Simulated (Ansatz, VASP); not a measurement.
# Cr: VASP beside Ansatz

```xyz
4
Lattice="2.5853 0.0000 0.0000 -1.2926 2.2389 0.0000 0.0000 0.0000 8.1826" Properties=species:S:1:pos:R:3 pbc="T T T"
Cr    0.0000    1.4926    3.0883
Cr    1.2926    0.7463    7.1796
Cr    1.2926    0.7463    5.0943
Cr    0.0000    1.4926    1.0030
```

Alike in both runs: functional r2SCAN; k mesh 9 × 9 × 2; occupations gaussian, width 0.1 eV; no spin polarisation.

Ansatz relaxed the structure, and its values are those at the end. VASP's run is a single point on that final structure, the one shown.

|  | VASP | Ansatz |
| --- | --- | --- |
| version | VASP 6.6.1 | Ansatz 0.2.0 |
| potentials or method | VASP PAW PBE potentials, release 64 (Cr_pv), cutoff 520 eV | scalar-relativistic, plane waves, PAW |
| valence electrons in the cell | 48 | 56 |

|  | VASP | Ansatz | Ansatz less VASP |
| --- | --- | --- | --- |
| gap on the k mesh at the Fermi level (eV) | none | none | - |
| pressure (GPa) | 1.2 | 0.0 | -1.26 |
| rms of the force components (eV/Å) | 0.112 | 0.002 | -0.1101 |

VASP's potentials were made for PBE, not for r2SCAN. A gap of «none» marks a metal or a gap that the smearing closes. VASP's potentials hold 48 valence electrons a cell and Ansatz's 56, so a difference there can come from the potentials and not from the codes.

The k mesh is coarse, so the values compare programs but aren't converged.
